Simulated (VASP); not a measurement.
# Fe (Im-3m) in VASP: settings compared

Fe is run at these levels: r2SCANh, PBE, PBE+D3(BJ), revPBE+D4, revPBE; tasks: single point, relaxation of cell and atoms.

All numbers are computed with VASP 6.6.1; they aren't measurements. Logs are shortened: lines on timing, memory, paths and dates and some standing lists are left out, and cuts for length are marked.

## Step 1: The cell of the first run

The structure is cubic, space group Im-3m (No. 229). Conventional cell: a = 2.886 Å, b = 2.886 Å, c = 2.886 Å, α = 90.00°, β = 90.00°, γ = 90.00°. Within 3.3 Å of Fe (site symmetry m-3m) lie 14 Fe at 2.50 to 2.89 Å.

## Step 2: Single point, r2SCANh, collinear spin, ferromagnetic start

Input file POSCAR:

```
Fe
1.0
   -1.4430000000      1.4430000000      1.4430000000
    1.4430000000     -1.4430000000      1.4430000000
    1.4430000000      1.4430000000     -1.4430000000
Fe
1
Direct
    0.0000000000      0.0000000000      0.0000000000
```

Input file INCAR.step1:

```
SYSTEM = Fe
PREC = Accurate
ENCUT = 520
EDIFF = 1E-5
ISMEAR = -1
SIGMA = 0.05
LREAL = .FALSE.
LASPH = .TRUE.
NELM = 150
ALGO = Normal
ISIF = 2
LWAVE = .TRUE.
LCHARG = .FALSE.
ISPIN = 2
MAGMOM = 3
LORBIT = 11
LMAXMIX = 4
NBANDS = 14
GGA = PE
```

Input file INCAR.step2:

```
SYSTEM = Fe
PREC = Accurate
ENCUT = 520
EDIFF = 1E-7
ISMEAR = -1
SIGMA = 0.05
LREAL = .FALSE.
LASPH = .TRUE.
NELM = 150
ALGO = Normal
ISIF = 2
LWAVE = .FALSE.
LCHARG = .FALSE.
ISPIN = 2
MAGMOM = 3
LORBIT = 11
LMAXMIX = 4
METAGGA = R2SCAN
LHFCALC = .TRUE.
AEXX = 0.1
LMIXTAU = .TRUE.
PRECFOCK = Normal
NBANDS = 14
ISTART = 1
```

Input file KPOINTS:

```
Automatic mesh
0
G
  7 7 7
  0 0 0
```

Potentials or basis: VASP PAW PBE potentials, release 64 (Fe).

Started as:

```bash
$ cat potpaw_PBE.64/Fe/POTCAR > POTCAR
$ cp INCAR.step1 INCAR
$ mpirun -np 1 vasp_std > vasp.out
$ cp INCAR.step2 INCAR
$ mpirun -np 1 vasp_std > vasp.out
```

OUTCAR:

```text
SYSTEM = Fe
   PREC = Accurate
   ENCUT = 520
   EDIFF = 1E-7
   ISMEAR = -1
   LREAL = .FALSE.
   LASPH = .TRUE.
   NELM = 150
   ISIF = 2
   ISPIN = 2
   LORBIT = 11
   METAGGA = R2SCAN
   LHFCALC = .TRUE.
   AEXX = 0.1
   PRECFOCK = Normal
   ISTART = 1

 ion  position               nearest neighbor table
   1  0.000  0.000  0.000-

  LATTYP: Found a body centered cubic cell.
 ALAT       =     2.8860000000

  Lattice vectors:

 A1 = (  -1.4430000000,   1.4430000000,   1.4430000000)
 A2 = (   1.4430000000,  -1.4430000000,   1.4430000000)
 A3 = (   1.4430000000,   1.4430000000,  -1.4430000000)

Analysis of symmetry for initial positions (statically):
=====================================================================
 Subroutine PRICEL returns:
 Original cell was already a primitive cell.

 Routine SETGRP: Setting up the symmetry group for a
 body centered cubic supercell.

 Subroutine GETGRP returns: Found 48 space group operations
 (whereof 48 operations were pure point group operations)
 out of a pool of 48 trial point group operations.

The static configuration has the point symmetry O_h .

Analysis of symmetry for dynamics (positions and initial velocities):
=====================================================================
 Subroutine PRICEL returns:
 Original cell was already a primitive cell.

 Routine SETGRP: Setting up the symmetry group for a
 body centered cubic supercell.

 Subroutine GETGRP returns: Found 48 space group operations
 (whereof 48 operations were pure point group operations)
 out of a pool of 48 trial point group operations.

The dynamic configuration has the point symmetry O_h .

Analysis of structural, dynamic, and magnetic symmetry:
=====================================================================
 Subroutine PRICEL returns:
 Original cell was already a primitive cell.

 Routine SETGRP: Setting up the symmetry group for a
 body centered cubic supercell.

 Subroutine GETGRP returns: Found 48 space group operations
 (whereof 48 operations were pure point group operations)
 out of a pool of 48 trial point group operations.

The overall configuration has the point symmetry O_h .

 Subroutine INISYM returns: Found 48 space group operations
 (whereof 48 operations are pure point group operations),
 and found     1 'primitive' translations

----------------------------------------------------------------------------------------

                                     Primitive cell

  volume of cell :      12.0187

  direct lattice vectors                    reciprocal lattice vectors
    -1.443000000  1.443000000  1.443000000     0.000000000  0.346500347  0.346500347
     1.443000000 -1.443000000  1.443000000     0.346500347  0.000000000  0.346500347
     1.443000000  1.443000000 -1.443000000     0.346500347  0.346500347  0.000000000

  length of vectors
     2.499349315  2.499349315  2.499349315     0.490025489  0.490025489  0.490025489

  position of ions in fractional coordinates (direct lattice)
     0.000000000  0.000000000  0.000000000

  ion indices of the primitive-cell ions
   primitive index   ion index
                 1           1

----------------------------------------------------------------------------------------

 KPOINTS: Automatic mesh

Automatic generation of k-mesh.
 Grid dimensions read from file:
 generate k-points for:    7    7    7

 Generating k-lattice:

  Cartesian coordinates                     Fractional coordinates (reciprocal lattice)
     0.000000000  0.049500050  0.049500050     0.142857143  0.000000000  0.000000000
     0.049500050  0.000000000  0.049500050     0.000000000  0.142857143  0.000000000
     0.049500050  0.049500050  0.000000000     0.000000000  0.000000000  0.142857143

  Length of vectors
     0.070003641  0.070003641  0.070003641

  Shift w.r.t. Gamma in fractional coordinates (k-lattice)
     0.000000000  0.000000000  0.000000000

 Subroutine IBZKPT returns following result:
 ===========================================
[... 32 lines left out ...]
[... 41 lines left out ...]
  ---------------------------------------------------
  ext. energy  EPLUGINS =         0.00000000
  ---------------------------------------------------
  free energy    TOTEN  =       -15.56441537 eV

  energy without entropy =      -15.56128854  energy(sigma->0) =      -15.56285195

 E-fermi :   5.4221     XC(G=0): -12.6262

 val. band max:        5.2382582539   @ k =   0.1429   0.1429   0.0000
 cond. band min:       5.4578347056   @ k =   0.1429   0.1429   0.0000
 fundamental gap:      0.2195764518
 Fermi energy:         5.4220803105

 spin component 1

 k-point     1 :       0.0000    0.0000    0.0000
  band No.  band energies     occupation
      1      -3.6620      1.00000
      2       1.0291      1.00000
      3       1.0292      1.00000
      4       1.0292      1.00000
      5       2.2533      1.00000
      6       2.2533      1.00000
      7      31.1953      0.00000
      8      31.1953      0.00000
      9      31.1953      0.00000
     10      35.9445      0.00000
     11      35.9445      0.00000
     12      37.5491      0.00000
     13      37.5491      0.00000
     14      37.5491      0.00000
[... 308 lines left out ...]
  band No.  band energies     occupation
      1      -0.8389      1.00000
      2      -0.8137      1.00000
      3       2.9825      1.00000
      4       2.9825      1.00000
      5       3.1422      1.00000
      6      12.9393      0.00000
      7      16.2259      0.00000
      8      16.2260      0.00000
      9      21.1272      0.00000
     10      22.5916      0.00000
     11      27.5091      0.00000
     12      44.0923      0.00000
     13      49.2017      0.00000
     14      49.2017      0.00000
 Fermi energy:         5.4220803105

 spin component 2

 k-point     1 :       0.0000    0.0000    0.0000
  band No.  band energies     occupation
      1      -4.4416      1.00000
      2       6.3380      0.00000
      3       6.3708      0.00000
      4       6.4037      0.00000
      5       8.7111      0.00000
      6       8.7112      0.00000
      7      30.7356      0.00000
      8      30.7384      0.00000
      9      30.7411      0.00000
     10      36.5666      0.00000
     11      36.5666      0.00000
     12      39.5168      0.00000
     13      39.5191      0.00000
     14      39.5215      0.00000
[... 309 lines left out ...]
      1       2.5849      1.00000
      2       2.7884      1.00000
      3       8.6935      0.00000
      4       8.6940      0.00000
      5       9.0925      0.00000
      6      13.8945      0.00000
      7      16.7948      0.00000
      8      16.7949      0.00000
      9      22.8243      0.00000
     10      23.9772      0.00000
     11      29.6744      0.00000
     12      45.3448      0.00000
     13      51.0376      0.00000
     14      51.0376      0.00000

------------------------ aborting loop because EDIFF is reached ----------------------------------------

  FORCE on cell =-STRESS in cart. coord.  units (eV):
  Direction    XX          YY          ZZ          XY          YZ          ZX
  --------------------------------------------------------------------------------------
  -------------------------------------------------------------------------------------
  Total        0.1013547      0.1013547      0.1013547      0.0000000      0.0000000      0.0000000
  in kB       13.5112477     13.5112477     13.5112477      0.0000000      0.0000000      0.0000000
  external PRESSURE =      13.5112477 kB  Pullay stress =       0.0000000 kB

 VOLUME and BASIS-vectors are now :
 -----------------------------------------------------------------------------
  energy-cutoff  :      520.00
  volume of cell :       12.02
      direct lattice vectors                 reciprocal lattice vectors
    -1.443000000  1.443000000  1.443000000     0.000000000  0.346500347  0.346500347
     1.443000000 -1.443000000  1.443000000     0.346500347  0.000000000  0.346500347
     1.443000000  1.443000000 -1.443000000     0.346500347  0.346500347  0.000000000

 POSITION                                       TOTAL-FORCE (eV/Angst)
 -----------------------------------------------------------------------------------
      0.00000      0.00000      0.00000        -0.000000      0.000000     -0.000000
 -----------------------------------------------------------------------------------
    total drift:                                0.000000     -0.000000     -0.000000

  FREE ENERGIE OF THE ION-ELECTRON SYSTEM (eV)
  ---------------------------------------------------
  free  energy   TOTEN  =       -15.5644153695 eV

  energy  without entropy=      -15.5612885395  energy(sigma->0) =      -15.56285195

 total charge

# of ion       s       p       d       tot
------------------------------------------
    1        0.479   0.556   6.126   7.161

 magnetization (x)

# of ion       s       p       d       tot
------------------------------------------
    1       -0.016  -0.128   3.083   2.939
```

Run time: 40 min. Hardware: 1 thread of Intel Xeon 6975P-C (Granite Rapids), shared host; peak memory 0.14 GiB.

Results:

```
Free energy                                           : -15.5644 eV
Pressure                                              : 1.4 GPa
Net moment                                            : 2.86 μB per cell
Site moments                                          : Fe +2.94 μB
Valence electrons inside the program's atomic spheres : Fe 7.16
```

Caveat: the k points lie up to 0.44 Å⁻¹ apart; the PAW data sets were made with another functional, which shifts forces and pressure a little.

## Step 3: Single point, PBE, collinear spin, ferromagnetic start

Input file INCAR:

```
PREC = Accurate
ENCUT = 600
EDIFF = 1E-6
ISMEAR = -1
SIGMA = 0.05
LREAL = False
LASPH = True
NELM = 200
ALGO = Normal
ISIF = 2
LWAVE = False
LCHARG = False
ISPIN = 2
MAGMOM = 3.8
LORBIT = 11
NUPDOWN = 3.8
LMAXMIX = 4
GGA = PE
NBANDS = 18
GGA_COMPAT = False
```

Input file KPOINTS:

```
Automatic mesh
0
Gamma
  11 11 11
```

POSCAR is that of step 2.

Potentials or basis: VASP PAW PBE potentials, release 64 (Fe_sv).

Started as:

```bash
$ cat potpaw_PBE.64/Fe_sv/POTCAR > POTCAR
$ mpirun -np 1 vasp_std > vasp.out
```

It took 12 s on 1 thread of Intel Xeon 6975P-C (Granite Rapids), shared host; peak memory 0.14 GiB.

The run converged. Its results:

```yaml
Free_energy: -6.8844 eV
Pressure: 36.5 GPa
Net_moment: 3.80 μB per cell
Site_moments: Fe +3.33 μB
Valence_electrons_inside_the_program's_atomic_spheres: Fe 13.65
```

Caveat: the total moment is fixed, so each spin has its own Fermi level.

## Step 4: Relaxation of cell and atoms, PBE+D3(BJ), collinear spin, ferromagnetic start

Input file INCAR:

```
ALGO = Normal
EDIFF = 1E-6
EDIFFG = -0.01
ENCUT = 600
GGA = PE
IBRION = 2
ISIF = 3
ISMEAR = -1
ISPIN = 2
IVDW = 12
LASPH = T
LCHARG = F
LMAXMIX = 4
LORBIT = 11
LREAL = F
LWAVE = F
MAGMOM = 3
NELM = 150
NSW = 60
PREC = Accurate
SIGMA = 0.05
```

Input file KPOINTS:

```
k-points
0
Gamma
  13 13 13
```

POSCAR is that of step 3.

Potentials or basis: VASP PAW PBE potentials, release 64 (Fe).

Started as:

```bash
$ cat potpaw_PBE.64/Fe/POTCAR > POTCAR
$ mpirun -np 1 vasp_std > vasp.out
```

Run time: 31 s. Hardware: 1 thread of AMD EPYC 9R45 (Zen 5), shared host; peak memory 0.13 GiB.

The run converged. Its results:

```
Free energy                                           : -8.6092 eV
Relaxed volume                                        : 11.00 Å³/atom
Relaxed cell                                          : a = 2.426 Å, b = 2.426 Å, c = 2.426 Å, α = 109.47°, β = 109.47°, γ = 109.47°
Space group after relaxing (to 0.05 Å)                : Im-3m (No. 229)
Energy gained by relaxing                             : 51.0 meV/atom
Ionic steps                                           : 3
Pressure after relaxing                               : 0.1 GPa
Net moment                                            : 2.09 μB per cell
Site moments                                          : Fe +2.09 μB
Valence electrons inside the program's atomic spheres : Fe 7.34
Dispersion energy per atom                            : -0.370 eV
```

The path:
```tsv
step	energy change (eV)	largest force (eV/Å)	pressure (GPa)	volume (Å³)
1	0.0000	0.0000	-13.87	12.02
2	-0.0169	0.0000	16.63	10.30
3	-0.0510	0.0000	0.06	11.00
```

Final structure:
```
CELL_PARAMETERS angstrom
-1.40093 1.40093 1.40093
1.40093 -1.40093 1.40093
1.40093 1.40093 -1.40093
ATOMIC_POSITIONS crystal
Fe 0.00000 0.00000 0.00000
```

Levels at points of the mesh, in eV from the Fermi level:
Spin up:
| k point | band 3 | band 4 | band 5 | band 6 | band 7 | band 8 |
| --- | --- | --- | --- | --- | --- | --- |
| (0.00, 0.00, 0.00) | -2.37 | -2.37 | -1.12 | -1.12 | 25.31 | 25.31 |
Spin down:
| k point | band 1 | band 2 | band 3 | band 4 | band 5 | band 6 | band 7 |
| --- | --- | --- | --- | --- | --- | --- | --- |
| (0.00, 0.00, 0.00) | -8.49 | -0.58 | -0.58 | -0.58 | 1.58 | 1.58 | 25.07 |

Caveat: pairwise dispersion overbinds metals, which lowers pressure and volume.

## Step 5: Relaxation of cell and atoms, revPBE+D4, collinear spin, ferromagnetic start

Input file INCAR:

```
SYSTEM = Fe
ALGO = Normal ; EDIFF = 1E-6
EDIFFG = -0.01 ; ENCUT = 600
GGA = RE ; IBRION = 2
ISIF = 3 ; ISMEAR = -1
ISPIN = 2 ; IVDW = 13
LASPH = .TRUE. ; LCHARG = .FALSE.
LMAXMIX = 4 ; LORBIT = 11
LREAL = .FALSE. ; LWAVE = .FALSE.
MAGMOM = 3 ; NELM = 150
NSW = 60 ; PREC = Accurate
SIGMA = 0.05
```

Input file KPOINTS:

```
k-points
0
G
  13 13 13
  0 0 0
```

POSCAR is that of step 4.

Started as:

```bash
$ cat potpaw_PBE.64/Fe/POTCAR > POTCAR
$ mpirun -np 1 vasp_std > vasp.out
```

Run time: 32 s. Hardware: 1 thread of AMD EPYC 9R45 (Zen 5), shared host; peak memory 0.12 GiB.

The run converged. Its results:

```
Free energy                                           : -8.4485 eV
Relaxed volume                                        : 11.06 Å³/atom
Relaxed cell                                          : a = 2.431 Å, b = 2.431 Å, c = 2.431 Å, α = 109.47°, β = 109.47°, γ = 109.47°
Space group after relaxing (to 0.05 Å)                : Im-3m (No. 229)
Energy gained by relaxing                             : 41.6 meV/atom
Ionic steps                                           : 3
Pressure after relaxing                               : 0.1 GPa
Net moment                                            : 2.12 μB per cell
Site moments                                          : Fe +2.11 μB
Valence electrons inside the program's atomic spheres : Fe 7.32
Dispersion energy per atom                            : -0.603 eV
```

Step by step:
| step | energy change (eV) | largest force (eV/Å) | pressure (GPa) | volume (Å³) |
| --- | --- | --- | --- | --- |
| 1 | 0.0000 | 0.0000 | -12.04 | 12.02 |
| 2 | -0.0219 | 0.0000 | 12.09 | 10.51 |
| 3 | -0.0416 | 0.0000 | 0.09 | 11.06 |

Final structure:
```
CELL_PARAMETERS angstrom
-1.40366 1.40366 1.40366
1.40366 -1.40366 1.40366
1.40366 1.40366 -1.40366
ATOMIC_POSITIONS crystal
Fe 0.00000 0.00000 0.00000
```

Levels at points of the mesh, in eV from the Fermi level:
Spin up:
| k point | band 2 | band 3 | band 4 | band 5 | band 6 | band 7 | band 8 | band 9 |
| --- | --- | --- | --- | --- | --- | --- | --- | --- |
| (0.00, 0.00, 0.00) | -2.36 | -2.36 | -2.36 | -1.12 | -1.12 | 25.27 | 25.27 | 25.27 |
Spin down:
```tsv
k point	band 1	band 2	band 3	band 4	band 5	band 6	band 7
(0.00, 0.00, 0.00)	-8.45	-0.51	-0.51	-0.51	1.65	1.65	24.96
```

Caveat: the PAW data sets were made with another functional, which shifts forces and pressure a little; pairwise dispersion overbinds metals, which lowers pressure and volume.

## Step 6: Relaxation of cell and atoms, revPBE, collinear spin, ferromagnetic start

Input file INCAR:

```
PREC = Accurate
ENCUT = 600
EDIFF = 1E-6
ISMEAR = -1
SIGMA = 0.05
LREAL = F
LASPH = T
NELM = 150
ALGO = Normal
ISIF = 3
LWAVE = F
LCHARG = F
ISPIN = 2
MAGMOM = 3
LORBIT = 11
LMAXMIX = 4
GGA = RE
IBRION = 2
NSW = 60
EDIFFG = -0.01
```

Input file KPOINTS:

```
regular mesh
0
Gamma
  13 13 13
```

POSCAR is that of step 5.

Potentials or basis: VASP PAW PBE potentials, release 64 (Fe).

Started as:

```bash
$ cat potpaw_PBE.64/Fe/POTCAR > POTCAR
$ mpirun -np 1 vasp_std > vasp.out
```

Wall time 29 s (1 thread of AMD EPYC 9R45 (Zen 5), shared host); peak memory 0.12 GiB.

The run converged. Its results:

| Item | Value |
| --- | --- |
| Free energy | -7.8583 eV |
| Relaxed volume | 11.58 Å³/atom |
| Relaxed cell | a = 2.469 Å, b = 2.469 Å, c = 2.469 Å, α = 109.47°, β = 109.47°, γ = 109.47° |
| Space group after relaxing (to 0.05 Å) | Im-3m (No. 229) |
| Energy gained by relaxing | 6.8 meV/atom |
| Ionic steps | 3 |
| Pressure after relaxing | -0.1 GPa |
| Net moment | 2.20 μB per cell |
| Site moments | Fe +2.20 μB |
| Valence electrons inside the program's atomic spheres | Fe 7.22 |

The path:
| step | energy change (eV) | largest force (eV/Å) | pressure (GPa) | volume (Å³) |
| --- | --- | --- | --- | --- |
| 1 | 0.0000 | 0.0000 | -4.65 | 12.02 |
| 2 | -0.0058 | 0.0000 | 2.23 | 11.42 |
| 3 | -0.0068 | 0.0000 | -0.10 | 11.58 |

Final structure:
```
CELL_PARAMETERS angstrom
-1.42524 1.42524 1.42524
1.42524 -1.42524 1.42524
1.42524 1.42524 -1.42524
ATOMIC_POSITIONS crystal
Fe 0.00000 0.00000 0.00000
```

Levels at points of the mesh, in eV from the Fermi level:
Spin up:
```csv
k point,band 1,band 2,band 3,band 4,band 5,band 6,band 7,band 8,band 9,band 10
"(0.00, 0.00, 0.00)",-8.26,-2.25,-2.25,-2.25,-1.10,-1.10,24.87,24.87,24.87,29.83
```
Spin down:
| k point | band 1 | band 2 | band 3 | band 4 | band 5 | band 6 | band 7 | band 8 |
| --- | --- | --- | --- | --- | --- | --- | --- | --- |
| (0.00, 0.00, 0.00) | -8.15 | -0.30 | -0.30 | -0.30 | 1.74 | 1.74 | 24.52 | 24.52 |

Caveat: the PAW data sets were made with another functional, which shifts forces and pressure a little.

## Step 7: The runs side by side

```csv
task,level,potentials or basis,fixed moment (μB),cell,k mesh,cutoff (eV),grid for exact exchange (PRECFOCK),second run,gap on the mesh (eV),pressure (GPa),moment (μB),relaxed volume (Å³/atom)
single point,r2SCANh,"VASP PAW PBE potentials, release 64 (Fe)",-,as given,7 × 7 × 7,520,Normal,-,none,1.4,2.86,-
single point,PBE,"VASP PAW PBE potentials, release 64 (Fe_sv)",3.8,as given,11 × 11 × 11,600,-,valence_matched,-,36.5,3.80,-
relaxation of cell and atoms,PBE+D3(BJ),"VASP PAW PBE potentials, release 64 (Fe)",-,relaxed,13 × 13 × 13,600,-,-,none,0.1,2.09,11.00
relaxation of cell and atoms,revPBE+D4,"VASP PAW PBE potentials, release 64 (Fe)",-,relaxed,13 × 13 × 13,600,-,-,none,0.1,2.12,11.06
relaxation of cell and atoms,revPBE,"VASP PAW PBE potentials, release 64 (Fe)",-,relaxed,13 × 13 × 13,600,-,-,none,-0.1,2.20,11.58
```

Alike in all rows: spin collinear, ferromagnetic start; smearing fermi-dirac 0.05 eV.

Caveats: some runs use coarse meshes; the PAW data sets were made with another functional, which shifts forces and pressure a little (some runs); pairwise dispersion overbinds metals, which lowers pressure and volume (some runs); the total moment is fixed, so each spin has its own Fermi level (some runs).

Absolute energies hang on the potentials; compare differences alone.
